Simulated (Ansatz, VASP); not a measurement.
## One calculation of Al, two programs

```xyz
1
Lattice="0.0000 2.0240 2.0240 2.0240 0.0000 2.0240 2.0240 2.0240 0.0000" Properties=species:S:1:pos:R:3 pbc="T T T"
Al    0.0000    0.0000    0.0000
```

Alike in both runs: task electric field gradients; functional LDA; k mesh 17 × 17 × 17; occupations fermi-dirac, width 0.03 eV; no spin polarisation.

|  | VASP | Ansatz |
| --- | --- | --- |
| version | VASP 6.6.1 | Ansatz 0.2.0 |
| potentials or method | VASP PAW LDA potentials, release 64 (Al) | PAW with Ansatz's default frozen-core files, scalar-relativistic |
| plane-wave cutoff (eV) | 520 | 420 |
| valence electrons in the cell | 3 | 3 |

```tsv
	VASP	Ansatz	Ansatz less VASP
pressure (GPa)	-3.6	-3.6	-0.04
```

LDA's correlation is that of Perdew and Zunger in VASP and of Perdew and Wang (1992) in Ansatz.
